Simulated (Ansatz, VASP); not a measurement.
## Two plane-wave programs on Pt

INCAR

```
SYSTEM = Pt
PREC = Accurate
ENCUT = 400
EDIFF = 1E-6
ISMEAR = -1
SIGMA = 0.01
LREAL = .False.
LASPH = .True.
NELM = 200
ALGO = Normal
ISIF = 2
LWAVE = .False.
LCHARG = .True.
ISPIN = 2
MAGMOM = 2
LORBIT = 11
LMAXMIX = 4
GGA = RE
LELF = .True.
LVHAR = .True.
ISYM = 0
NBANDS = 15
GGA_COMPAT = .False.
```

KPOINTS

```
regular mesh
0
Gamma
  1 1 1
  0 0 0
```

POSCAR

```
Pt
1.0
   14.0000000000      0.0000000000      0.0000000000
    0.0000000000     14.4000000000      0.0000000000
    0.0000000000      0.0000000000     14.8000000000
Pt
1
Direct
    0.5000000000      0.5000000000      0.5000000000
```

Input for Ansatz:

```yaml
crystal:
  lattice:
    - [14.0, 0.0, 0.0]
    - [0.0, 14.4, 0.0]
    - [0.0, 0.0, 14.8]
  atoms:
    - { symbol: Pt, position: [0.5, 0.5, 0.5], spin: 2.0 }
  symmetry: { detect: false, time_reversal: true }
hamiltonian:
  xc: revpbe
  pseudopotentials:
    kind: paw
    azcp:
      Pt: "pseudopotentials/Pt.paw.azcp"
basis:
  ecutwfc: 420
  fft_grid_basis: typed
kpoints:
  mp_grid: { grid: [1, 1, 1], shift: [0, 0, 0] }
magnetization:
  spin_polarized: true
scf:
  occupations: { method: fermi_dirac, width: 0.01 }
```

Alike in both runs: task single point; functional revPBE; k mesh 1 × 1 × 1; occupations fermi-dirac, width 0.01 eV; collinear spin.

|  | VASP | Ansatz |
| --- | --- | --- |
| version | VASP 6.6.1 | Ansatz 0.2.0 |
| potentials or method | VASP PAW PBE potentials, release 64 (Pt), cutoff 400 eV | plane waves (420 eV) with PAW, scalar-relativistic |
| valence electrons in the cell | 10 | 18 |

|  | VASP | Ansatz | Ansatz less VASP |
| --- | --- | --- | --- |
| net moment per atom (μB) | 2.00 | 2.00 | 0.000 |
| size of the moment on the site where the two differ most (μB) | 1.43 | 2.00 | +0.570 |

VASP's potentials were made for PBE, not for revPBE. Site moments also hang on the region over which each program counts them. VASP's potentials hold 10 valence electrons a cell and Ansatz's 18, so a difference there can come from the potentials and not from the codes. Ansatz's warnings: stability check not made.

Spin-orbit coupling is off throughout.
